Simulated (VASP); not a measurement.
Here is a VASP 6.6.1 calculation.

File INCAR:

```
  PREC = Accurate
  ENCUT = 520
  EDIFF = 1E-6
  ISMEAR = 0
  SIGMA = 0.1
  LREAL = F
  LASPH = T
  NELM = 100
  ALGO = Normal
  ISIF = 2
  LWAVE = F
  LCHARG = F
  GGA = PE
  NBANDS = 28
```

Contents of KPOINTS:

```
Automatic mesh
0
Gamma
  12 12 14
```

File POSCAR:

```
InP2N3
1.0
    5.3328291676      0.0000000000      0.0000000000
   -2.6664145838      4.6183655332      0.0000000000
    0.0000000000      0.0000000000      2.6416460261
In P N
1 2 3
Direct
    0.0000000000      0.0000000000      0.0000000000
    0.3333333333      0.6666666667      0.0000000000
    0.6666666667      0.3333333333      0.0000000000
    0.5000000000      0.0000000000      0.5000000000
    0.5000000000      0.5000000000      0.5000000000
    0.0000000000      0.5000000000      0.5000000000
```

Potentials or basis: VASP PAW PBE potentials, release 64 (In_d, P, N).

The run is started by

```console
$ cat potpaw_PBE.64/In_d/POTCAR potpaw_PBE.64/P/POTCAR potpaw_PBE.64/N/POTCAR > POTCAR
$ mpirun -np 1 vasp_std > vasp.out
```

Question: What does it give for the band gap on the k mesh?

Answer: Zero (bands 19 and 20 overlap by 3.20 eV).

Question: Predict the pressure.

Answer: -0.3 GPa.

Stress tensor (GPa, compression positive):
```
-0.25  0.00  0.00
 0.00 -0.25  0.00
 0.00  0.00 -0.33
```

Caveat: spin-orbit coupling is left out, which moves the levels of the heavy elements.
